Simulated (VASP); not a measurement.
Input of a VASP 6.6.1 run:

The input INCAR:

```
PREC = Accurate
ENCUT = 520
EDIFF = 1E-6
ISMEAR = 0
SIGMA = 0.15
LREAL = False
LASPH = True
NELM = 80
ALGO = Fast
ISIF = 2
LWAVE = False
LCHARG = False
GGA = PE
NBANDS = 12
```

Contents of KPOINTS:

```
Automatic mesh
0
Gamma
  24 24 24
```

Contents of POSCAR:

```
V
1.0
    0.0000000000      1.8357420352      2.0193162387
    1.8357420352      0.0000000000      2.0193162387
    1.8357420352      1.8357420352      0.0000000000
V
1
Direct
    0.0000000000      0.0000000000      0.0000000000
```

Potentials or basis: VASP PAW PBE potentials, release 64 (V_sv).

Run with:

```bash
$ cat potpaw_PBE.64/V_sv/POTCAR > POTCAR
$ mpirun -np 1 vasp_std > vasp.out
```

Predict the pressure.

2.7 GPa.

Stress tensor (GPa, compression positive):
```
-2.76  0.00  0.00
 0.00 -2.76  0.00
 0.00  0.00 13.64
```
